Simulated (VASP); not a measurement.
# Hf7S (P-6m2) in VASP: single point with PBE

Aim: the single point of Hf7S with PBE.

Program: VASP 6.6.1. These are calculated values, not measurements. Logs are shortened: lines on timing, memory, paths and dates and some standing lists are left out, and cuts for length are marked.

## 1. The cell of the first run

Symmetry: P-6m2, No. 187, hexagonal system. Conventional cell: a = 6.201 Å, b = 6.201 Å, c = 5.095 Å, α = 90.00°, β = 90.00°, γ = 120.00°. Hf (site symmetry mm2) has 10 Hf at 3.08 to 3.12 Å and 2 S at 3.10 Å within 4.1 Å. Hf (site symmetry mm2) has 10 Hf at 3.06 to 3.14 Å and 2 S at 3.10 Å within 4.0 Å. Within 4.1 Å of Hf (site symmetry -6m2) lie 12 Hf at 3.10 to 3.11 Å. S (site symmetry -6m2) has 12 Hf at 3.10 Å within 4.1 Å.

## 2. Single point, PBE

POSCAR

```
Hf7S
1.0
    6.2010731189      0.0000000000      0.0000000000
   -3.1005365594      5.3702868517      0.0000000000
    0.0000000000      0.0000000000      5.0948999765
Hf S
7 1
Direct
    0.5010707808      0.0021415617      0.5000000000
    0.9978584383      0.4989292192      0.5000000000
    0.5010707808      0.4989292192      0.5000000000
    0.1643774101      0.8356225899      0.0000000000
    0.6712451798      0.8356225899      0.0000000000
    0.1643774101      0.3287548202      0.0000000000
    0.6666666667      0.3333333333      0.0000000000
    0.0000000000      0.0000000000      0.5000000000
```

INCAR.step1

```
SYSTEM = Hf7S
PREC = Accurate
ENCUT = 520
EDIFF = 1E-6
ISMEAR = 0
SIGMA = 0.1
LREAL = .FALSE.
LASPH = .TRUE.
NELM = 100
ALGO = Normal
ISIF = 2
LWAVE = .FALSE.
LCHARG = .TRUE.
LMAXMIX = 4
GGA = PE
NBANDS = 48
```

KPOINTS.step1

```
regular mesh
0
G
  6 6 8
  0 0 0
```

INCAR.step2

```
SYSTEM = Hf7S
PREC = Accurate
ENCUT = 520
EDIFF = 1E-6
ISMEAR = -5
SIGMA = 0.1
LREAL = .FALSE.
LASPH = .TRUE.
NELM = 100
ALGO = Normal
ISIF = 2
LWAVE = .FALSE.
LCHARG = .FALSE.
LMAXMIX = 4
GGA = PE
LORBIT = 10
NEDOS = 1001
ICHARG = 11
```

KPOINTS.step2

```
regular mesh
0
G
  9 9 12
  0 0 0
```

Potentials or basis: VASP PAW PBE potentials, release 64 (Hf_pv, S).

Run with:

```sh
> cat potpaw_PBE.64/Hf_pv/POTCAR potpaw_PBE.64/S/POTCAR > POTCAR
> cp INCAR.step1 INCAR
> cp KPOINTS.step1 KPOINTS
> mpirun -np 1 vasp_std > vasp.out
> cp INCAR.step2 INCAR
> cp KPOINTS.step2 KPOINTS
> mpirun -np 1 vasp_std > vasp.out
```

OUTCAR:

```text
SYSTEM = Hf7S
   PREC = Accurate
   ENCUT = 520
   EDIFF = 1E-6
   ISMEAR = -5
   LREAL = .FALSE.
   LASPH = .TRUE.
   NELM = 100
   ISIF = 2
   GGA = PE
   LORBIT = 10
   ICHARG = 11

 ion  position               nearest neighbor table
   1  0.501  0.002  0.500-   3 3.08   2 3.08   8 3.10   8 3.10   7 3.11   7 3.11   3 3.12   2 3.12
                             4 3.12   4 3.12   5 3.12   5 3.12
   2  0.998  0.499  0.500-   3 3.08   1 3.08   8 3.10   8 3.10   7 3.11   7 3.11   3 3.12   1 3.12
                             4 3.12   4 3.12   6 3.12   6 3.12
   3  0.501  0.499  0.500-   1 3.08   2 3.08   8 3.10   8 3.10   7 3.11   7 3.11   1 3.12   2 3.12
                             5 3.12   5 3.12   6 3.12   6 3.12
   4  0.164  0.836  0.000-   6 3.06   5 3.06   8 3.10   8 3.10   7 3.10   7 3.10   2 3.12   2 3.12
                             1 3.12   1 3.12   6 3.14   5 3.14
   5  0.671  0.836  0.000-   4 3.06   6 3.06   8 3.10   8 3.10   7 3.10   7 3.10   3 3.12   3 3.12
                             1 3.12   1 3.12   4 3.14   6 3.14
   6  0.164  0.329  0.000-   4 3.06   5 3.06   8 3.10   8 3.10   7 3.10   7 3.10   3 3.12   3 3.12
                             2 3.12   2 3.12   4 3.14   5 3.14
   7  0.667  0.333  0.000-   5 3.10   6 3.10   4 3.10   4 3.10   5 3.10   6 3.10   1 3.11   1 3.11
                             2 3.11   2 3.11   3 3.11   3 3.11
   8  0.000  0.000  0.500-   4 3.10   4 3.10   6 3.10   6 3.10   5 3.10   5 3.10   2 3.10   1 3.10
                             3 3.10   3 3.10   2 3.10   1 3.10

  LATTYP: Found a hexagonal cell.
 ALAT       =     6.2010731189
 C/A-ratio  =     0.8216158524

  Lattice vectors:

 A1 = (   6.2010731189,   0.0000000000,   0.0000000000)
 A2 = (  -3.1005365594,   5.3702868517,   0.0000000000)
 A3 = (   0.0000000000,   0.0000000000,   5.0948999765)

Analysis of symmetry for initial positions (statically):
=====================================================================
 Subroutine PRICEL returns:
 Original cell was already a primitive cell.

 Routine SETGRP: Setting up the symmetry group for a
 hexagonal supercell.

 Subroutine GETGRP returns: Found 12 space group operations
 (whereof 12 operations were pure point group operations)
 out of a pool of 24 trial point group operations.

The static configuration has the point symmetry D_3h.

Analysis of symmetry for dynamics (positions and initial velocities):
=====================================================================
 Subroutine PRICEL returns:
 Original cell was already a primitive cell.

 Routine SETGRP: Setting up the symmetry group for a
 hexagonal supercell.

 Subroutine GETGRP returns: Found 12 space group operations
 (whereof 12 operations were pure point group operations)
 out of a pool of 24 trial point group operations.

The dynamic configuration has the point symmetry D_3h.

 Subroutine INISYM returns: Found 12 space group operations
 (whereof 12 operations are pure point group operations),
 and found     1 'primitive' translations

----------------------------------------------------------------------------------------

                                     Primitive cell

  volume of cell :     169.6680

  direct lattice vectors                    reciprocal lattice vectors
     6.201073119  0.000000000  0.000000000     0.161262411  0.093104896  0.000000000
    -3.100536559  5.370286852  0.000000000     0.000000000  0.186209792  0.000000000
     0.000000000  0.000000000  5.094899976     0.000000000  0.000000000  0.196274707

  length of vectors
     6.201073119  6.201073119  5.094899976     0.186209792  0.186209792  0.196274707

  position of ions in fractional coordinates (direct lattice)
     0.501070781  0.002141562  0.500000000
     0.997858438  0.498929219  0.500000000
     0.501070781  0.498929219  0.500000000
     0.164377410  0.835622590  0.000000000
     0.671245180  0.835622590  0.000000000
     0.164377410  0.328754820  0.000000000
     0.666666667  0.333333333  0.000000000
     0.000000000  0.000000000  0.500000000

  ion indices of the primitive-cell ions
   primitive index   ion index
                 1           1
                 2           2
                 3           3
                 4           4
                 5           5
                 6           6
                 7           7
                 8           8

----------------------------------------------------------------------------------------

 KPOINTS: regular mesh

Automatic generation of k-mesh.
 Grid dimensions read from file:
 generate k-points for:    9    9   12

 Generating k-lattice:

  Cartesian coordinates                     Fractional coordinates (reciprocal lattice)
     0.017918046  0.010344988  0.000000000     0.111111111  0.000000000  0.000000000
     0.000000000  0.020689977  0.000000000     0.000000000  0.111111111  0.000000000
     0.000000000  0.000000000  0.016356226     0.000000000  0.000000000  0.083333333

  Length of vectors
     0.020689977  0.020689977  0.016356226

  Shift w.r.t. Gamma in fractional coordinates (k-lattice)
     0.000000000  0.000000000  0.000000000

 TETIRR: Found    984 inequivalent tetrahedra from     5832

 Subroutine IBZKPT returns following result:
 ===========================================

 Found     84 irreducible k-points:

 Following reciprocal coordinates:
            Coordinates               Weight
  0.000000  0.000000  0.000000      1.000000
  0.111111  0.000000  0.000000      6.000000
  0.222222 -0.000000  0.000000      6.000000
  0.333333  0.000000  0.000000      6.000000
  0.444444 -0.000000  0.000000      6.000000
  0.111111  0.111111  0.000000      6.000000
[... 16 lines left out ...]
  0.333333  0.222222  0.083333     24.000000
  0.333333  0.333333  0.083333      4.000000
 [... further k-points ...]
   k-points           NKPTS =     84   k-points in BZ     NKDIM =     84   number of bands    NBANDS=     45
   number of dos      NEDOS =   1001   number of ions     NIONS =      8
   total plane-waves  NPLWV =  92160
   dimension x,y,z NGX =    48 NGY =   48 NGZ =   40
   dimension x,y,z NGXF=    96 NGYF=   96 NGZF=   80
   ions per type =               7   1
   NGX,Y,Z   is equivalent  to a cutoff of  12.87, 12.87, 13.05 a.u.
   NGXF,Y,Z  is equivalent  to a cutoff of  25.74, 25.74, 26.10 a.u.
 SYSTEM =  Hf7S
   PREC   = accura    normal or accurate (medium, high low for compatibility)
   ISTART =      0    job   : 0-new  1-cont  2-samecut
   ICHARG =     11    charge: 1-file 2-atom 10-const
   ISPIN  =      1    spin polarized calculation?
   LNONCOLLINEAR =      F non collinear calculations
   LSORBIT =      F    spin-orbit coupling
   LASPH  =      T    aspherical Exc in radial PAW
   ENCUT  =  520.0 eV  38.22 Ry    6.18 a.u.  11.53 11.53  9.47*2*pi/ulx,y,z
   NELM   =    100;   NELMIN=  2; NELMDL=  0     # of ELM steps
   EDIFF  = 0.1E-05   stopping-criterion for ELM
   LREAL  =      F    real-space projection
   EDIFFG = 0.1E-04   stopping-criterion for IOM
   NSW    =      0    number of steps for IOM
   IBRION =     -1    ionic relax: 0-MD 1-quasi-New 2-CG
   NFREE  =      0    steps in history (QN), initial steepest desc. (CG)
   ISIF   =      2    stress and relaxation
   ISYM   =      2    0-nonsym 1-usesym 2-fastsym
   POTIM  = 0.5000    time-step for ionic-motion
   TEBEG  =    0.0;   TEEND  =   0.0 temperature during run
   PSTRESS=    0.0 pullay stress
   NELECT =      76.0000    total number of electrons
   NUPDOWN=      -1.0000    fix difference up-down
   EMIN   =  10.00;   EMAX   =-10.00  energy-range for DOS
   EFERMI =   0.00;   METHOD = LEGACY
   ISMEAR =    -5;   SIGMA  =   0.10  broadening in eV -4-tet -1-fermi 0-gaus
   EFERMI_NEDOS =   21; number of points for ismear=-14 and -15
   IALGO  =     38    algorithm
   IMIX   =      4    mixing-type and parameters
     AMIX     =   0.40;   BMIX     =  1.00
     AMIX_MAG =   1.60;   BMIX_MAG =  1.00
  volume/ion in A,a.u.               =      21.21       143.12
  Fermi-wavevector in a.u.,A,eV,Ry     =   1.252601  2.367072 21.347661  1.569009
  Thomas-Fermi vector in A             =   2.386493
   LORBIT       =     10    0 simple, 1 ext, 2 COOP (PROOUT), +10 PAW based schemes
   GGA     = PE    functional components
   LHFCALC =     F    Hartree Fock is set to
   AEXX    =    0.0000 exact exchange contribution
   IVDW    =     0    specifies the selected vdW correction
   LEPSILON=     F    determine dielectric tensor
   LRPA    =     F    only Hartree local field effects (RPA)
 non-spin polarized calculation
 Fermi weights with tetrahedron method with Bloechl corrections
  energy-cutoff  :      520.00
  volume of cell :      169.67
 maximum number of plane-waves:      4614
 NGX is ok and might be reduce to    48

 number of electron      76.0000001 magnetization

 Free energy of the ion-electron system (eV)
  ---------------------------------------------------
  ext. energy  EPLUGINS =         0.00000000
  ---------------------------------------------------
  free energy    TOTEN  =       -73.62936983 eV

  energy without entropy =      -73.62936983  energy(sigma->0) =      -73.62936983

 E-fermi :   5.3533     XC(G=0): -11.3230

 val. band max:        5.3769943435   @ k =   0.4444  -0.0000   0.4167
 cond. band min:       5.3238412429   @ k =   0.3333   0.0000   0.2500
 fundamental gap:     -0.0531531006
 Fermi energy:         5.3532576711

 k-point     1 :       0.0000    0.0000    0.0000
  band No.  band energies     occupation
      1     -25.6259      2.00000
      2     -25.5977      2.00000
      3     -25.5026      2.00000
      4     -25.5026      2.00000
      5     -25.4108      2.00000
      6     -25.3789      2.00000
[... 37 lines left out ...]
     44       6.7448      0.00000
     45       6.8958      0.00000

 k-point     2 :       0.1111    0.0000    0.0000
  band No.  band energies     occupation
      1     -25.6104      2.00000
      2     -25.5909      2.00000
      3     -25.4916      2.00000
      4     -25.4902      2.00000
      5     -25.3983      2.00000
      6     -25.3735      2.00000
[... 37 lines left out ...]
     44       6.5399      0.00000
     45       6.9909      0.00000

 k-point     3 :       0.2222   -0.0000    0.0000
  band No.  band energies     occupation
      1     -25.5713      2.00000
      2     -25.5690      2.00000
      3     -25.4609      2.00000
      4     -25.4558      2.00000
      5     -25.3835      2.00000
      6     -25.3440      2.00000
[... 37 lines left out ...]
     44       6.4740      0.00000
     45       7.0968      0.00000

 k-point     4 :       0.3333    0.0000    0.0000
  band No.  band energies     occupation
      1     -25.5429      2.00000
      2     -25.5180      2.00000
      3     -25.4205      2.00000
      4     -25.4171      2.00000
      5     -25.3736      2.00000
      6     -25.3541      2.00000
[... 901 lines left out ...]
     44       6.5789      0.00000
     45       6.6981      0.00000

 k-point    23 :       0.3333    0.2222    0.0833
  band No.  band energies     occupation
      1     -25.4999      2.00000
      2     -25.4485      2.00000
      3     -25.4144      2.00000
      4     -25.3921      2.00000
      5     -25.3607      2.00000
      6     -25.3304      2.00000
[... 37 lines left out ...]
     44       6.5164      0.00000
     45       6.6794      0.00000

 k-point    24 :       0.3333    0.3333    0.0833
  band No.  band energies     occupation
      1     -25.4914      2.00000
      2     -25.4065      2.00000
      3     -25.4063      2.00000
      4     -25.4030      2.00000
      5     -25.3782      2.00000
      6     -25.3088      2.00000
[... 37 lines left out ...]
     44       6.5666      0.00000
     45       6.6510      0.00000

 [... further k-points ...]

------------------------ aborting loop because EDIFF is reached ----------------------------------------

  FORCE on cell =-STRESS in cart. coord.  units (eV):
  Direction    XX          YY          ZZ          XY          YZ          ZX
  --------------------------------------------------------------------------------------
  -------------------------------------------------------------------------------------
  Total       -0.5228118     -0.5228118     -0.5896086     -0.0000000      0.0000000      0.0000000
  in kB       -4.9369182     -4.9369182     -5.5676813     -0.0000000      0.0000000      0.0000000
  external PRESSURE =      -5.1471725 kB  Pullay stress =       0.0000000 kB

 VOLUME and BASIS-vectors are now :
 -----------------------------------------------------------------------------
  energy-cutoff  :      520.00
  volume of cell :      169.67
      direct lattice vectors                 reciprocal lattice vectors
     6.201073119  0.000000000  0.000000000     0.161262411  0.093104896  0.000000000
    -3.100536559  5.370286852  0.000000000     0.000000000  0.186209792  0.000000000
     0.000000000  0.000000000  5.094899976     0.000000000  0.000000000  0.196274707

 POSITION                                       TOTAL-FORCE (eV/Angst)
 -----------------------------------------------------------------------------------
      3.10054      0.01150      2.54745         0.000000      0.033327      0.000000
      4.64084      2.67939      2.54745        -0.028862     -0.016664      0.000000
      1.56023      2.67939      2.54745         0.028862     -0.016664      0.000000
     -1.57156      4.48753      0.00000        -0.007933      0.004580     -0.000000
      1.57156      4.48753      0.00000         0.007933      0.004580     -0.000000
      0.00000      1.76551      0.00000        -0.000000     -0.009161      0.000000
      3.10054      1.79010      0.00000        -0.000000      0.000000      0.000000
      0.00000      0.00000      2.54745        -0.000000     -0.000000      0.000000
 -----------------------------------------------------------------------------------
    total drift:                                0.002669     -0.001541      0.000000

  FREE ENERGIE OF THE ION-ELECTRON SYSTEM (eV)
  ---------------------------------------------------
  free  energy   TOTEN  =       -73.6293698279 eV

  energy  without entropy=      -73.6293698279  energy(sigma->0) =      -73.62936983

 total charge

# of ion       s       p       d       tot
------------------------------------------
    1        0.397   6.342   1.606   8.345
    2        0.397   6.342   1.606   8.345
    3        0.397   6.342   1.606   8.345
    4        0.404   6.320   1.599   8.323
    5        0.404   6.320   1.599   8.323
    6        0.404   6.320   1.599   8.323
    7        0.407   6.422   1.639   8.467
    8        1.359   2.198   0.000   3.557
--------------------------------------------------
tot          4.169  46.604  11.253  62.026
```

It took 18 min on 1 thread of Intel Xeon 8259CL, shared host; peak memory 0.61 GiB.

What came out:

* Valence electrons inside the program's atomic spheres: Hf 8.35, 8.32, 8.47 (each value once); S 3.56

Caveat: spin-orbit coupling is left out, which moves the levels of the heavy elements; tetrahedron occupations give inexact forces and stress in metals.
